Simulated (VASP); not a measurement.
# InP (Fm-3m) in VASP: a series of runs

The runs below take InP through single point, with PBE.

All numbers are computed with VASP 6.6.1; they aren't measurements. Logs are shortened: lines on timing, memory, paths and dates and some standing lists are left out, and cuts for length are marked.

## Step 1: The cell of the first run

The structure is cubic, space group Fm-3m (No. 225). Conventional cell: a = 5.538 Å, b = 5.538 Å, c = 5.538 Å, α = 90.00°, β = 90.00°, γ = 90.00°. Within 3.6 Å of In (site symmetry m-3m) lie 6 P at 2.77 Å. Within 3.6 Å of P (site symmetry m-3m) lie 6 In at 2.77 Å.

## Step 2: Single point, PBE

The input, INCAR:

```
ALGO     = Normal         # electronic algorithm
EDIFF    = 1E-6           # SCF threshold, eV
ENCUT    = 500            # plane-wave cutoff, eV
GGA      = PE             # functional
GGA_COMPAT= False        
ISIF     = 2              # what is computed and relaxed
ISMEAR   = 0              # smearing method
LASPH    = True           # aspherical terms in the spheres
LCHARG   = True           # write CHGCAR
LELF     = True           # ELF
LREAL    = False          # projectors in reciprocal space
LVHAR    = True         
LWAVE    = False          # write WAVECAR
NBANDS   = 16             # bands
NELM     = 120            # most SCF steps
PREC     = Accurate       # precision mode
SIGMA    = 0.023          # smearing width, eV
```

The input, KPOINTS:

```
k-points
0
Gamma
  8 8 8
```

The input, POSCAR:

```
InP
1.0
    0.0000000000      2.7688340000      2.7688340000
    2.7688340000      0.0000000000      2.7688340000
    2.7688340000      2.7688340000      0.0000000000
In P
1 1
Direct
    0.0000000000      0.0000000000      0.0000000000
    0.5000000000      0.5000000000      0.5000000000
```

Potentials or basis: VASP PAW PBE potentials, release 64 (In_d, P).

Launch:

```bash
> cat potpaw_PBE.64/In_d/POTCAR potpaw_PBE.64/P/POTCAR > POTCAR
> mpirun -np 1 vasp_std > vasp.out
```

OUTCAR:

```text
EDIFF = 1E-6
   ENCUT = 500
   GGA = PE
   ISIF = 2
   ISMEAR = 0
   LASPH = True
   LREAL = False
   NELM = 120
   PREC = Accurate

 ion  position               nearest neighbor table
   1  0.000  0.000  0.000-   2 2.77   2 2.77   2 2.77   2 2.77   2 2.77   2 2.77
   2  0.500  0.500  0.500-   1 2.77   1 2.77   1 2.77   1 2.77   1 2.77   1 2.77

  LATTYP: Found a face centered cubic cell.
 ALAT       =     5.5376680000

  Lattice vectors:

 A1 = (   0.0000000000,   2.7688340000,   2.7688340000)
 A2 = (   2.7688340000,   0.0000000000,   2.7688340000)
 A3 = (   2.7688340000,   2.7688340000,   0.0000000000)

Analysis of symmetry for initial positions (statically):
=====================================================================
 Subroutine PRICEL returns:
 Original cell was already a primitive cell.

 Routine SETGRP: Setting up the symmetry group for a
 face centered cubic supercell.

 Subroutine GETGRP returns: Found 48 space group operations
 (whereof 48 operations were pure point group operations)
 out of a pool of 48 trial point group operations.

The static configuration has the point symmetry O_h .

Analysis of symmetry for dynamics (positions and initial velocities):
=====================================================================
 Subroutine PRICEL returns:
 Original cell was already a primitive cell.

 Routine SETGRP: Setting up the symmetry group for a
 face centered cubic supercell.

 Subroutine GETGRP returns: Found 48 space group operations
 (whereof 48 operations were pure point group operations)
 out of a pool of 48 trial point group operations.

The dynamic configuration has the point symmetry O_h .

 Subroutine INISYM returns: Found 48 space group operations
 (whereof 48 operations are pure point group operations),
 and found     1 'primitive' translations

----------------------------------------------------------------------------------------

                                     Primitive cell

  volume of cell :      42.4542

  direct lattice vectors                    reciprocal lattice vectors
     0.000000000  2.768834000  2.768834000    -0.180581429  0.180581429  0.180581429
     2.768834000  0.000000000  2.768834000     0.180581429 -0.180581429  0.180581429
     2.768834000  2.768834000  0.000000000     0.180581429  0.180581429 -0.180581429

  length of vectors
     3.915722595  3.915722595  3.915722595     0.312776210  0.312776210  0.312776210

  position of ions in fractional coordinates (direct lattice)
     0.000000000  0.000000000  0.000000000
     0.500000000  0.500000000  0.500000000

  ion indices of the primitive-cell ions
   primitive index   ion index
                 1           1
                 2           2

----------------------------------------------------------------------------------------

 KPOINTS: k-points

Automatic generation of k-mesh.
 Grid dimensions read from file:
 generate k-points for:    8    8    8

 Generating k-lattice:

  Cartesian coordinates                     Fractional coordinates (reciprocal lattice)
    -0.022572679  0.022572679  0.022572679     0.125000000  0.000000000  0.000000000
     0.022572679 -0.022572679  0.022572679     0.000000000  0.125000000  0.000000000
     0.022572679  0.022572679 -0.022572679     0.000000000  0.000000000  0.125000000

  Length of vectors
     0.039097026  0.039097026  0.039097026

  Shift w.r.t. Gamma in fractional coordinates (k-lattice)
     0.000000000  0.000000000  0.000000000

 Subroutine IBZKPT returns following result:
 ===========================================

 Found     29 irreducible k-points:

 Following reciprocal coordinates:
            Coordinates               Weight
  0.000000  0.000000  0.000000      1.000000
  0.125000  0.000000  0.000000      8.000000
  0.250000  0.000000  0.000000      8.000000
  0.375000  0.000000  0.000000      8.000000
  0.500000  0.000000  0.000000      4.000000
  0.125000  0.125000  0.000000      6.000000
[... 16 lines left out ...]
  0.500000  0.250000  0.125000     48.000000
 -0.375000  0.250000  0.125000     24.000000
 [... further k-points ...]
   k-points           NKPTS =     29   k-points in BZ     NKDIM =     29   number of bands    NBANDS=     16
   number of dos      NEDOS =    301   number of ions     NIONS =      2
   total plane-waves  NPLWV =  27000
   dimension x,y,z NGX =    30 NGY =   30 NGZ =   30
   dimension x,y,z NGXF=    60 NGYF=   60 NGZF=   60
   ions per type =               1   1
   NGX,Y,Z   is equivalent  to a cutoff of  12.74, 12.74, 12.74 a.u.
   NGXF,Y,Z  is equivalent  to a cutoff of  25.47, 25.47, 25.47 a.u.
 SYSTEM =  unknown system
   PREC   = accura    normal or accurate (medium, high low for compatibility)
   ISTART =      0    job   : 0-new  1-cont  2-samecut
   ICHARG =      2    charge: 1-file 2-atom 10-const
   ISPIN  =      1    spin polarized calculation?
   LNONCOLLINEAR =      F non collinear calculations
   LSORBIT =      F    spin-orbit coupling
   LASPH  =      T    aspherical Exc in radial PAW
   ENCUT  =  500.0 eV  36.75 Ry    6.06 a.u.   7.14  7.14  7.14*2*pi/ulx,y,z
   NELM   =    120;   NELMIN=  2; NELMDL= -5     # of ELM steps
   EDIFF  = 0.1E-05   stopping-criterion for ELM
   LREAL  =      F    real-space projection
   EDIFFG = 0.1E-04   stopping-criterion for IOM
   NSW    =      0    number of steps for IOM
   IBRION =     -1    ionic relax: 0-MD 1-quasi-New 2-CG
   NFREE  =      0    steps in history (QN), initial steepest desc. (CG)
   ISIF   =      2    stress and relaxation
   ISYM   =      2    0-nonsym 1-usesym 2-fastsym
   POTIM  = 0.5000    time-step for ionic-motion
   TEBEG  =    0.0;   TEEND  =   0.0 temperature during run
   PSTRESS=    0.0 pullay stress
   NELECT =      18.0000    total number of electrons
   NUPDOWN=      -1.0000    fix difference up-down
   EMIN   =  10.00;   EMAX   =-10.00  energy-range for DOS
   EFERMI =   0.00;   METHOD = LEGACY
   ISMEAR =     0;   SIGMA  =   0.02  broadening in eV -4-tet -1-fermi 0-gaus
   EFERMI_NEDOS =   21; number of points for ismear=-14 and -15
   IALGO  =     38    algorithm
   IMIX   =      4    mixing-type and parameters
     AMIX     =   0.40;   BMIX     =  1.00
     AMIX_MAG =   1.60;   BMIX_MAG =  1.00
  volume/ion in A,a.u.               =      21.23       143.25
  Fermi-wavevector in a.u.,A,eV,Ry     =   1.229869  2.324115 20.579860  1.512577
  Thomas-Fermi vector in A             =   2.364739
   LORBIT       =      0    0 simple, 1 ext, 2 COOP (PROOUT), +10 PAW based schemes
   GGA     = PE    functional components
   LHFCALC =     F    Hartree Fock is set to
   AEXX    =    0.0000 exact exchange contribution
   IVDW    =     0    specifies the selected vdW correction
   LEPSILON=     F    determine dielectric tensor
   LRPA    =     F    only Hartree local field effects (RPA)
 non-spin polarized calculation
 Gauss-broadening in eV      SIGMA  =   0.02
  energy-cutoff  :      500.00
  volume of cell :       42.45
 maximum number of plane-waves:      1090
 NGX is ok and might be reduce to    30
   NGX = 15   NGY = 15   NGZ = 15

 number of electron      18.0000009 magnetization

 Free energy of the ion-electron system (eV)
  ---------------------------------------------------
  ext. energy  EPLUGINS =         0.00000000
  ---------------------------------------------------
  free energy    TOTEN  =        -7.90848471 eV

  energy without entropy =       -7.90835733  energy(sigma->0) =       -7.90842102

 E-fermi :   7.1490     XC(G=0): -10.3952

 val. band max:        7.1266635910   @ k =  -0.3750   0.5000   0.1250
 cond. band min:       7.1961811012   @ k =  -0.3750   0.3750   0.0000
 fundamental gap:      0.0695175102
 Fermi energy:         7.1490166335

 k-point     1 :       0.0000    0.0000    0.0000
  band No.  band energies     occupation
      1      -7.2112      2.00000
      2      -7.2112      2.00000
      3      -7.1924      2.00000
      4      -7.1924      2.00000
      5      -7.1924      2.00000
      6      -4.9590      2.00000
[... 8 lines left out ...]
     15      15.5084      0.00000
     16      15.5084      0.00000

 k-point     2 :       0.1250    0.0000    0.0000
  band No.  band energies     occupation
      1      -7.2188      2.00000
      2      -7.2188      2.00000
      3      -7.1928      2.00000
      4      -7.1819      2.00000
      5      -7.1819      2.00000
      6      -4.7647      2.00000
[... 8 lines left out ...]
     15      14.8459      0.00000
     16      15.4013      0.00000

 k-point     3 :       0.2500    0.0000    0.0000
  band No.  band energies     occupation
      1      -7.2407      2.00000
      2      -7.2407      2.00000
      3      -7.1957      2.00000
      4      -7.1528      2.00000
      5      -7.1528      2.00000
      6      -4.2028      2.00000
[... 8 lines left out ...]
     15      15.7568      0.00000
     16      15.7568      0.00000

 k-point     4 :       0.3750    0.0000    0.0000
  band No.  band energies     occupation
      1      -7.2632      2.00000
      2      -7.2632      2.00000
      3      -7.2005      2.00000
      4      -7.1228      2.00000
      5      -7.1228      2.00000
      6      -3.3942      2.00000
[... 8 lines left out ...]
     15      17.2383      0.00000
     16      17.2383      0.00000
[... 324 lines left out ...]
 k-point    22 :       0.3750    0.2500    0.1250
  band No.  band energies     occupation
      1      -7.3136      2.00000
      2      -7.2174      2.00000
      3      -7.2040      2.00000
      4      -7.1395      2.00000
      5      -7.1345      2.00000
      6      -3.6619      2.00000
[... 8 lines left out ...]
     15      18.2750      0.00000
     16      18.4344      0.00000

 k-point    23 :       0.5000    0.2500    0.1250
  band No.  band energies     occupation
      1      -7.3427      2.00000
      2      -7.2339      2.00000
      3      -7.1908      2.00000
      4      -7.1372      2.00000
      5      -7.1137      2.00000
      6      -2.8627      2.00000
[... 8 lines left out ...]
     15      18.3451      0.00000
     16      19.3711      0.00000

 k-point    24 :      -0.3750    0.2500    0.1250
  band No.  band energies     occupation
      1      -7.3528      2.00000
      2      -7.2424      2.00000
      3      -7.1784      2.00000
      4      -7.1445      2.00000
      5      -7.1035      2.00000
      6      -2.3719      2.00000
[... 8 lines left out ...]
     15      17.1235      0.00000
     16      19.8111      0.00000

 [... further k-points ...]

------------------------ aborting loop because EDIFF is reached ----------------------------------------

  FORCE on cell =-STRESS in cart. coord.  units (eV):
  Direction    XX          YY          ZZ          XY          YZ          ZX
  --------------------------------------------------------------------------------------
  -------------------------------------------------------------------------------------
  Total       -0.0320104     -0.0320104     -0.0320104     -0.0000000     -0.0000000      0.0000000
  in kB       -1.2080380     -1.2080380     -1.2080380     -0.0000000     -0.0000000      0.0000000
  external PRESSURE =      -1.2080380 kB  Pullay stress =       0.0000000 kB

 VOLUME and BASIS-vectors are now :
 -----------------------------------------------------------------------------
  energy-cutoff  :      500.00
  volume of cell :       42.45
      direct lattice vectors                 reciprocal lattice vectors
     0.000000000  2.768834000  2.768834000    -0.180581429  0.180581429  0.180581429
     2.768834000  0.000000000  2.768834000     0.180581429 -0.180581429  0.180581429
     2.768834000  2.768834000  0.000000000     0.180581429  0.180581429 -0.180581429

 POSITION                                       TOTAL-FORCE (eV/Angst)
 -----------------------------------------------------------------------------------
      0.00000      0.00000      0.00000        -0.000000      0.000000     -0.000000
      2.76883      2.76883      2.76883         0.000000     -0.000000      0.000000
 -----------------------------------------------------------------------------------
    total drift:                               -0.000000      0.000000      0.000000

  FREE ENERGIE OF THE ION-ELECTRON SYSTEM (eV)
  ---------------------------------------------------
  free  energy   TOTEN  =        -7.9084847080 eV

  energy  without entropy=       -7.9083573346  energy(sigma->0) =       -7.90842102
```

Wall time 9.8 s (1 thread of Intel Xeon 6975P-C (Granite Rapids), shared host); peak memory 0.17 GiB.

What came out:

```
Free energy            : -7.9085 eV
Pressure               : -0.1 GPa
Band gap on the k mesh : zero (band 9 reaches 7.35 eV, above the bottom of band 10 at 4.72 eV)
```

Caveat: spin-orbit coupling is left out, which moves the levels of the heavy elements.

## Step 3: Single point, PBE

The input, INCAR:

```
  PREC = Accurate
  ENCUT = 500
  EDIFF = 1E-6
  ISMEAR = 0
  SIGMA = 0.024
  LREAL = F
  LASPH = T
  NELM = 120
  ALGO = Normal
  ISIF = 2
  LWAVE = F
  LCHARG = F
  GGA = PE
  NBANDS = 16
  GGA_COMPAT = F
```

The input, KPOINTS:

```
Automatic mesh
0
Gamma
  8 8 8
```

POSCAR is that of step 2.

Potentials or basis: VASP PAW PBE potentials, release 64 (In_d, P).

Launch:

```bash
> cat potpaw_PBE.64/In_d/POTCAR potpaw_PBE.64/P/POTCAR > POTCAR
> mpirun -np 1 vasp_std > vasp.out
```

Run time: 9.4 s. Hardware: 1 thread of Intel Xeon 6975P-C (Granite Rapids), shared host; peak memory 0.17 GiB.

Results (log left out):

* Free energy: -7.9085 eV
* Pressure: -0.1 GPa
* Band gap on the k mesh: zero (band 9 reaches 7.35 eV, above the bottom of band 10 at 4.72 eV)

Levels at points of the mesh, in eV from the Fermi level:
```csv
k point,band 5,band 6,band 7,band 8,band 9,band 10,band 11,band 12,band 13,band 14
"(0.00, 0.00, 0.00)",-14.34,-12.11,-0.37,-0.37,-0.37,0.42,6.99,6.99,6.99,8.36
"(0.50, 0.00, 0.00)",-14.26,-10.03,-6.74,0.05,0.05,2.39,3.30,3.30,5.09,11.01
"(0.50, 0.50, 0.00)",-14.23,-8.93,-5.05,-2.62,-2.43,-2.43,3.73,9.76,9.76,10.07
```

Caveat: spin-orbit coupling is left out, which moves the levels of the heavy elements.

## Step 4: Single point, PBE

The input, INCAR:

```
PREC     = Accurate       # precision mode
ENCUT    = 500            # plane-wave cutoff, eV
EDIFF    = 1E-6           # SCF threshold, eV
ISMEAR   = 0              # smearing method
SIGMA    = 0.025          # smearing width, eV
LREAL    = False          # projectors in reciprocal space
LASPH    = True           # aspherical terms in the spheres
NELM     = 120            # most SCF steps
ALGO     = Normal         # electronic algorithm
ISIF     = 2              # what is computed and relaxed
LWAVE    = False          # write WAVECAR
LCHARG   = False          # write CHGCAR
GGA      = PE             # functional
NBANDS   = 16             # bands
GGA_COMPAT= False
```

KPOINTS is that of step 3.

POSCAR is that of step 3.

Launch:

```bash
> cat potpaw_PBE.64/In_d/POTCAR potpaw_PBE.64/P/POTCAR > POTCAR
> mpirun -np 1 vasp_std > vasp.out
```

It took 10 s on 1 thread of Intel Xeon 6975P-C (Granite Rapids), shared host; peak memory 0.17 GiB.

The run converged. Its results:

```
Free energy            : -7.9085 eV
Pressure               : -0.1 GPa
Band gap on the k mesh : zero (band 9 reaches 7.35 eV, above the bottom of band 10 at 4.72 eV)
```

Levels at points of the mesh, in eV from the Fermi level:
| k point | band 6 | band 7 | band 8 | band 9 | band 10 | band 11 | band 12 | band 13 |
| --- | --- | --- | --- | --- | --- | --- | --- | --- |
| (0.00, 0.00, 0.00) | -12.11 | -0.37 | -0.37 | -0.37 | 0.42 | 6.99 | 6.99 | 6.99 |
| (0.50, 0.00, 0.00) | -10.03 | -6.74 | 0.05 | 0.05 | 2.39 | 3.30 | 3.30 | 5.09 |
| (0.50, 0.50, 0.00) | -8.93 | -5.05 | -2.62 | -2.43 | -2.43 | 3.73 | 9.76 | 9.76 |

Caveat: spin-orbit coupling is left out, which moves the levels of the heavy elements.

[end of part 1 of 2]
